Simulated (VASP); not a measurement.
GaN, 2 atoms in the cell. The structure is cubic, space group F-43m (No. 216). The conventional cell has a = 4.498 Å, b = 4.498 Å, c = 4.498 Å, α = 90.00°, β = 90.00°, γ = 90.00°. Ga (site symmetry -43m) has 4 N at 1.95 Å within 2.6 Å. Within 2.6 Å of N (site symmetry -43m) lie 4 Ga at 1.95 Å. 

```yaml
Program: VASP 6.6.1
Task: relaxation of cell and atoms
Functional: PBEsol
Potentials_or_basis: VASP PAW PBE potentials, release 64 (Ga_d, N)
Cutoff: 600 eV
k_mesh: 10 × 10 × 10
Occupations: gaussian, width 0.01 eV
Spin: no spin polarisation
Target_pressure: 7 GPa
Dipole_correction: no
Further_INCAR_settings: ALGO = Normal; EDIFF = 1e-06; IBRION = 2; EDIFFG = -0.002; NSW = 100; ISIF = 3
```

Potentials or basis: VASP PAW PBE potentials, release 64 (Ga_d, N).

Command:

```console
$ cat potpaw_PBE.64/Ga_d/POTCAR potpaw_PBE.64/N/POTCAR > POTCAR
$ mpirun -np 1 vasp_std > vasp.out
```

Hardware: 1 thread of Intel(R) Xeon(R) Platinum 8488C (Sapphire Rapids) (shared host).

**Question.** How long does it take, and how much memory?

**Answer.** It took 45 s on 1 thread of Intel(R) Xeon(R) Platinum 8488C (Sapphire Rapids) (shared host), peak memory 0.17 GiB. Counts: scf iterations 43, k points 47, ion steps 6.
